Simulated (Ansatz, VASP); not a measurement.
# In2O3 in VASP and in Ansatz

```
CELL_PARAMETERS angstrom
2.80890 1.62172 4.95143
-2.80890 1.62172 4.95143
0.00000 -3.24344 4.95143
ATOMIC_POSITIONS crystal
In 0.85633 0.85633 0.85633
In 0.35633 0.35633 0.35633
In 0.14367 0.14367 0.14367
In 0.64367 0.64367 0.64367
O 0.45296 0.04704 0.75000
O 0.04704 0.75000 0.45296
O 0.54704 0.95296 0.25000
O 0.25000 0.54704 0.95296
O 0.95296 0.25000 0.54704
O 0.75000 0.45296 0.04704
```

Change from the starting cell: hydrostatic strain +2.0%.

Alike in both runs: task single point; functional PBE; k mesh 6 × 6 × 6; occupations fermi-dirac, width 0.02 eV; no spin polarisation.

|  | VASP | Ansatz |
| --- | --- | --- |
| version | VASP 6.6.1 | Ansatz 0.2.0 |
| potentials or method | VASP PAW PBE potentials, release 64 (In_d, O) | plane waves, PAW |
| plane-wave cutoff (eV) | 520 | 420 |
| valence electrons in the cell | 88 | 88 |

VASP gave:

| Property | Result |
| --- | --- |
| gap on the k mesh at the Fermi level (eV) | 0.83 |
| pressure (GPa) | -2.7 |
| traceless stress, the component that is largest in VASP (GPa) | 0.70 |
| rms of the force components (eV/Å) | 0.031 |

**Question.** What did Ansatz give for the same quantities?

**Answer.** gap on the k mesh at the Fermi level (eV): 0.83; pressure (GPa): -3.1; traceless stress, the component that is largest in VASP (GPa): 0.80; rms of the force components (eV/Å): 0.035.

Atom by atom the forces differ by 0.005 eV/Å (rms over components).
